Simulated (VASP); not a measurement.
Runs of VASP 6.6.1 on Mo. The structure is that of space group Fd-3m (No. 227), or close to it. The cells are those of the table. 

```tsv
task	cell	k mesh	cutoff (eV)	gap on the mesh (eV)	pressure (GPa)
single point	a = 3.938 Å, angles 60.0°, 2 atoms	16 × 16 × 16	520	none	0.8
single point	a = 3.938 Å, angles 60.0°, 2 atoms	11 × 11 × 11	520	none	0.8
single point	a = 3.830 Å, angles 60.0°, 2 atoms	11 × 11 × 11	520	none	(a)
relaxation of cell and atoms	relaxed from a = 3.904 Å, angles 60.0°, 2 atoms	10 × 10 × 10	600	none	0.0
single point	a = 3.774 Å, angles 60.0°, 2 atoms	11 × 11 × 11	520	none	22.0
```

Alike in all rows: level LDA; potentials or basis VASP PAW LDA potentials, release 64 (Mo_sv); no spin polarisation; smearing fermi-dirac 0.1 eV.

**Question.** Estimate the missing entries.

**Answer.** (a) 13.4.

A k mesh can miss the band edges, and the runs leave out spin-orbit coupling on Mo.

A gap of «none» marks levels without a gap at the run's occupations.
